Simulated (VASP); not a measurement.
A run of VASP 6.6.1:

File POSCAR:

```
LiTlTe2
1.0
    4.5980008036      0.0000000000      0.0000000000
    0.0000000000      4.5980008036      0.0000000000
    0.0000000000      0.0000000000      6.4734598086
Li Te Tl
1 2 1
Direct
    0.0000000000      0.0000000000      0.0000000000
    0.0000000000      0.5000000000      0.2309160995
    0.5000000000      0.0000000000      0.7690839005
    0.5000000000      0.5000000000      0.5000000000
```

File INCAR.step1:

```
SYSTEM = LiTlTe2
PREC = Accurate ; ENCUT = 520
EDIFF = 1E-5 ; ISMEAR = 0
SIGMA = 0.01 ; LREAL = .False.
LASPH = .True. ; NELM = 60
ALGO = Normal ; ISIF = 2
LWAVE = .True. ; LCHARG = .False.
NBANDS = 22 ; GGA = PE
```

INCAR.step2

```
SYSTEM = LiTlTe2
PREC = Accurate ; ENCUT = 520
EDIFF = 1E-6 ; ISMEAR = 0
SIGMA = 0.01 ; LREAL = .False.
LASPH = .True. ; NELM = 60
ALGO = Normal ; ISIF = 2
LWAVE = .False. ; LCHARG = .False.
GGA = PE ; LHFCALC = .True.
HFSCREEN = 0.2079 ; PRECFOCK = Normal
NBANDS = 22 ; ISTART = 1
```

Contents of KPOINTS:

```
regular mesh
0
Gamma
  4 4 2
  0 0 0
```

Potentials or basis: VASP PAW PBE potentials, release 64 (Li_sv, Te, Tl_d).

Launch:

```sh
$ cat potpaw_PBE.64/Li_sv/POTCAR potpaw_PBE.64/Te/POTCAR potpaw_PBE.64/Tl_d/POTCAR > POTCAR
$ cp INCAR.step1 INCAR
$ mpirun -np 1 vasp_std > vasp.out
$ cp INCAR.step2 INCAR
$ mpirun -np 1 vasp_std > vasp.out
```

Hardware: 1 thread of Intel Xeon 8259CL, with other jobs on the host.

**Question.** Estimate the wall time of this run.

**Answer.** Run time: 40 min on 1 thread of Intel Xeon 8259CL (shared host), peak memory 0.41 GiB. Counts: k points 12.
